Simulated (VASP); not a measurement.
Wanted: the native input for a VASP 6.6.1 run.

| Quantity | Value |
| --- | --- |
| Task | single point |
| Functional | LDA |
| Potentials or basis | VASP PAW LDA potentials, release 64 (Mn_pv, S) |
| Cutoff | 520 eV |
| k mesh | 7 × 7 × 7 |
| Occupations | methfessel-paxton, width 0.1 eV |
| Spin | collinear spin, ferromagnetic start |
| Starting moments | [4.0, 0.0] μB |
| Dipole correction | no |
| Further INCAR settings | ALGO = Normal; EDIFF = 1e-06; NBANDS = 20 |

The structure of MnS lies in POSCAR:

```
MnS
1.0
    3.6833190000      0.0000000000      0.0000000000
    1.8416595000      3.1898478242      0.0000000000
    1.8416595000      1.0632826081      3.0074173700
Mn S
1 1
Direct
    0.0000000000      0.0000000000      0.0000000000
    0.5000000000      0.5000000000      0.5000000000
```

One way to write it, as run:

INCAR

```
SYSTEM = MnS
PREC     = Accurate       ! precision mode
ENCUT    = 520            ! plane-wave cutoff, eV
EDIFF    = 1E-6           ! SCF threshold, eV
ISMEAR   = 1              ! smearing method
SIGMA    = 0.1            ! smearing width, eV
LREAL    = .FALSE.        ! projectors in reciprocal space
LASPH    = .TRUE.         ! aspherical terms in the spheres
NELM     = 150            ! most SCF steps
ALGO     = Normal         ! electronic algorithm
ISIF     = 2              ! what is computed and relaxed
LWAVE    = .FALSE.        ! write WAVECAR
LCHARG   = .FALSE.        ! write CHGCAR
ISPIN    = 2              ! spin polarisation
MAGMOM   = 4 0            ! initial moments
LORBIT   = 11             ! projections on sites
LMAXMIX  = 4              ! l up to which the mixer works
NBANDS   = 20             ! bands
```

KPOINTS

```
regular mesh
0
G
  7 7 7
  0 0 0
```

Potentials or basis: VASP PAW LDA potentials, release 64 (Mn_pv, S).

Launch:

```bash
$ cat potpaw_LDA.64/Mn_pv/POTCAR potpaw_LDA.64/S/POTCAR > POTCAR
$ mpirun -np 1 vasp_std > vasp.out
```

Results of the run:

```
Pressure                                              : -11.8 GPa
Net moment                                            : 4.56 μB per cell
Site moments                                          : Mn +4.10; S +0.11 μB
Valence electrons inside the program's atomic spheres : Mn 11.34; S 3.69
```

Caveat: the cell stands under tension; a cell with one magnetic atom can't hold antiferromagnetic order, which such compounds often take.

It took 23 s on 1 thread of Intel(R) Xeon(R) Platinum 8375C CPU @ 2.90GHz (Ice Lake), on a shared host, peak memory 0.16 GiB.
